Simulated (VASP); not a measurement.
# BiTe: single point with PBEsol

The system is BiTe.

```
CELL_PARAMETERS angstrom
0.00000 3.33205 3.23500
3.33205 0.00000 3.23500
3.33205 3.33205 0.00000
ATOMIC_POSITIONS crystal
Bi 0.00000 0.00000 0.00000
Te 0.50000 0.50000 0.50000
```

This cell differs from its parent crystal: strain +0.0300 x Voigt [1, 1, 0, 0, 0, 0].

| Quantity | Value |
| --- | --- |
| Program | VASP 6.6.1 |
| Task | single point |
| Functional | PBEsol |
| Potentials or basis | VASP PAW PBE potentials, release 64 (Bi_d, Te) |
| Cutoff | 520 eV |
| k mesh | 14 × 14 × 14 |
| Occupations | methfessel-paxton, width 0.1 eV |
| Spin | no spin polarisation |
| Dipole correction | no |
| Further INCAR settings | ALGO = Normal; EDIFF = 1e-07; NBANDS = 18 |

```
Pressure : -4.0 GPa
```

Stress tensor (GPa, compression positive):
```
-4.69  0.00  0.00
 0.00 -4.69  0.00
 0.00  0.00 -2.73
```

Levels at points of the mesh, in eV from the Fermi level:
| k point | band 8 | band 9 | band 10 | band 11 | band 12 | band 13 |
| --- | --- | --- | --- | --- | --- | --- |
| (0.00, 0.00, 0.00) | -2.62 | -2.24 | -2.24 | 1.82 | 1.82 | 2.47 |
| (0.50, 0.00, 0.00) | -1.80 | -1.78 | -1.57 | -0.84 | -0.57 | -0.48 |
| (0.50, 0.50, 0.00) | -5.35 | -3.76 | -3.76 | 2.35 | 3.27 | 3.27 |
| (0.50, 0.00, 0.50) | -5.24 | -3.91 | -3.54 | 2.41 | 3.03 | 3.70 |

Run time: 9.4 min on 1 thread of AMD EPYC 7R13, with other jobs on the host, peak memory 0.41 GiB.

Caveat: the cell differs from its parent crystal (strain +0.0300 x Voigt [1, 1, 0, 0, 0, 0]); the PAW data sets were made with another functional, which shifts forces and pressure a little; spin-orbit coupling is left out, which moves the levels of the heavy elements.
